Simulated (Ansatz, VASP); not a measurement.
One calculation of Al, two programs

Contents of INCAR:

```
SYSTEM = Al
PREC = Accurate
ENCUT = 520
EDIFF = 1E-7
ISMEAR = 0
SIGMA = 0.15
LREAL = .FALSE.
LASPH = .TRUE.
NELM = 80
ALGO = Fast
ISIF = 2
LWAVE = .FALSE.
LCHARG = .FALSE.
GGA = PS
IVDW = 12
NBANDS = 10
```

The input KPOINTS:

```
Automatic mesh
0
G
  18 18 10
  0 0 0
```

The input POSCAR:

```
Al
1.0
    2.8827667353      0.0000000000      0.0000000000
   -1.4413833676      2.4965492260      0.0000000000
    0.0000000000      0.0000000000      4.6235075000
Al
2
Direct
    0.6666666667      0.3333333333      0.7500000000
    0.3333333333      0.6666666667      0.2500000000
```

Input for Ansatz:

```yaml
crystal:
  lattice:
    - [2.8827667353, 0.0, 0.0]
    - [-1.4413833676, 2.496549226, 0.0]
    - [0.0, 0.0, 4.6235075]
  atoms:
    - { symbol: Al, position: [0.6666666667, 0.3333333333, 0.75] }
    - { symbol: Al, position: [0.3333333333, 0.6666666667, 0.25] }
basis:
  ecutwfc: 420
kpoints:
  mp_grid: { grid: [18, 18, 10] }
hamiltonian:
  xc: pbesol
  dispersion: d3bj
scf:
  occupations: { method: gaussian, width: 0.15 }
output:
  forces: true
  stress: true
  eigenvalues: true
```

Change from the starting cell: strain +0.025 along x and y, -0.050 along z, atoms carried along.

Alike in both runs: task single point; functional PBEsol; dispersion D3(BJ); k mesh 18 × 18 × 10; occupations gaussian, width 0.15 eV; no spin polarisation.

```csv
,VASP,Ansatz
version,VASP 6.6.1,Ansatz 0.2.0
potentials or method,"VASP PAW PBE potentials, release 64 (Al), cutoff 520 eV","scalar-relativistic, plane waves, PAW"
valence electrons in the cell,6,6
```

Ansatz gave:

| Property | Result |
| --- | --- |
| gap on the k mesh at the Fermi level (eV) | none |
| pressure (GPa) | -4.6 |
| traceless stress, the component that is largest in VASP (GPa) | 0.95 |

Task: What did VASP give for the same quantities?

Result: gap on the k mesh at the Fermi level (eV): none; pressure (GPa): -4.5; traceless stress, the component that is largest in VASP (GPa): 0.96.

VASP's potentials were made for PBE, not for PBEsol. A gap of «none» marks a metal or a gap that the smearing closes.
